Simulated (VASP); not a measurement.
Here is a VASP 6.6.1 calculation.

The input INCAR:

```
ALGO = Normal
EDIFF = 1E-6
ENCUT = 680
GGA = PE
GGA_COMPAT = F
ISIF = 2
ISMEAR = -1
ISPIN = 2
LASPH = T
LCHARG = F
LMAXMIX = 6
LORBIT = 11
LREAL = F
LWAVE = F
MAGMOM = 0 0 2
NBANDS = 30
NELM = 200
NUPDOWN = 2.0
PREC = Accurate
SIGMA = 0.05
```

KPOINTS

```
k-points
0
Gamma
  6 6 6
```

POSCAR

```
LaMnIn
1.0
    4.5933407550      0.0000000000      0.0000000000
   -2.2966703775      3.9779497821      0.0000000000
    0.0000000000      0.0000000000      4.0965590000
La In Mn
1 1 1
Direct
    0.0000000000      0.0000000000      0.0000000000
    0.3333333333      0.6666666667      0.5000000000
    0.6666666667      0.3333333333      0.5000000000
```

Potentials or basis: VASP PAW PBE potentials, release 64 (La, In_d, Mn_sv).

The run is started by

```sh
$ cat potpaw_PBE.64/La/POTCAR potpaw_PBE.64/In_d/POTCAR potpaw_PBE.64/Mn_sv/POTCAR > POTCAR
$ mpirun -np 1 vasp_std > vasp.out
```

Problem. Predict the pressure.

Solution. 3.3 GPa.

Stress tensor (GPa, compression positive):
```
4.01 0.00 0.00
0.00 4.01 0.00
0.00 0.00 2.00
```

Caveat: the cell stands under pressure; the total moment is fixed, so each spin has its own Fermi level and the state may be an excited one.
